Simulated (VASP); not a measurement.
Input of a VASP 6.6.1 run:

File INCAR:

```
PREC     = Accurate       # precision mode
ENCUT    = 500            # plane-wave cutoff, eV
EDIFF    = 1E-6           # SCF threshold, eV
ISMEAR   = 0              # smearing method
SIGMA    = 0.2            # smearing width, eV
LREAL    = F              # projectors in reciprocal space
LASPH    = T              # aspherical terms in the spheres
NELM     = 120            # most SCF steps
ALGO     = Normal         # electronic algorithm
ISIF     = 2              # what is computed and relaxed
LWAVE    = F              # write WAVECAR
LCHARG   = F              # write CHGCAR
GGA      = PE             # functional
NBANDS   = 19             # bands
GGA_COMPAT= F
```

KPOINTS

```
Automatic mesh
0
Gamma
  6 6 5
```

POSCAR

```
GePt
1.0
    3.1506591690      0.0000000000      0.0000000000
    0.0000000000      3.1506591690      0.0000000000
    0.0000000000      0.0000000000      3.2767982668
Ge Pt
1 1
Direct
    0.0000000000      0.0000000000      0.5000000000
    0.5000000000      0.5000000000      0.0000000000
```

Potentials or basis: VASP PAW PBE potentials, release 64 (Ge_d, Pt).

Launch:

```sh
$ cat potpaw_PBE.64/Ge_d/POTCAR potpaw_PBE.64/Pt/POTCAR > POTCAR
$ mpirun -np 1 vasp_std > vasp.out
```

(1) What does it give for the band gap on the k mesh?

(2) What does it give for the pressure?

## Answers

(1) zero (band 12 reaches 10.92 eV, above the bottom of band 13 at 8.33 eV).

(2) 0.2 GPa.

Caveat: the k points lie up to 0.38 Å⁻¹ apart; spin-orbit coupling is left out, which moves the levels of the heavy elements.
